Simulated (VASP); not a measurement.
Set up this calculation in VASP 6.6.1, as the native input.

```yaml
Task: single point
Functional: r2SCAN
Potentials_or_basis: VASP PAW PBE potentials, release 64 (Sb)
Cutoff: 520 eV
k_mesh: 14 × 14 × 14
Occupations: gaussian, width 0.1 eV
Spin: no spin polarisation
Dipole_correction: no
Further_INCAR_settings: ALGO = Normal; EDIFF = 1e-07; NBANDS = 8
```

The system is Sb.

```
CELL_PARAMETERS angstrom
3.05634 0.00000 0.00000
0.00000 3.05634 0.00000
0.00000 0.00000 3.05634
ATOMIC_POSITIONS crystal
Sb 0.00000 0.00000 0.00000
```

This cell differs from its parent crystal: volume scaled by 0.97.

The input as run:

POSCAR

```
Sb
1.0
    3.0563430401      0.0000000000      0.0000000000
    0.0000000000      3.0563430401      0.0000000000
    0.0000000000      0.0000000000      3.0563430401
Sb
1
Direct
    0.0000000000      0.0000000000      0.0000000000
```

INCAR.step1

```
ALGO     = Normal         # electronic algorithm
EDIFF    = 1E-4           # SCF threshold, eV
ENCUT    = 520            # plane-wave cutoff, eV
GGA      = PE             # functional
ISMEAR   = 0              # smearing method
LASPH    = T              # aspherical terms in the spheres
LCHARG   = F              # write CHGCAR
LREAL    = F              # projectors in reciprocal space
LWAVE    = T              # write WAVECAR
NBANDS   = 8              # bands
NELM     = 80             # most SCF steps
PREC     = Accurate       # precision mode
SIGMA    = 0.1            # smearing width, eV
```

INCAR.step2

```
ALGO     = Normal         # electronic algorithm
EDIFF    = 1E-7           # SCF threshold, eV
ENCUT    = 520            # plane-wave cutoff, eV
ISIF     = 2              # what is computed and relaxed
ISMEAR   = 0              # smearing method
ISTART   = 1            
LASPH    = T              # aspherical terms in the spheres
LCHARG   = T              # write CHGCAR
LELF     = T              # ELF
LMIXTAU  = T            
LREAL    = F              # projectors in reciprocal space
LVHAR    = T            
LWAVE    = F              # write WAVECAR
METAGGA  = R2SCAN         # meta-GGA
NBANDS   = 8              # bands
NELM     = 80             # most SCF steps
PREC     = Accurate       # precision mode
SIGMA    = 0.1            # smearing width, eV
```

KPOINTS

```
k-points
0
Gamma
  14 14 14
```

Potentials or basis: VASP PAW PBE potentials, release 64 (Sb).

Run with:

```sh
$ cat potpaw_PBE.64/Sb/POTCAR > POTCAR
$ cp INCAR.step1 INCAR
$ mpirun -np 1 vasp_std > vasp.out
$ cp INCAR.step2 INCAR
$ mpirun -np 1 vasp_std > vasp.out
```

Results of the run:

```json
{"Pressure": "1.9 GPa"}
```

Caveat: the PAW data sets were made with another functional, which shifts forces and pressure a little.

Run time: 22 s on 1 thread of Intel(R) Xeon(R) 6975P-C (Granite Rapids), on a shared host, peak memory 0.15 GiB.
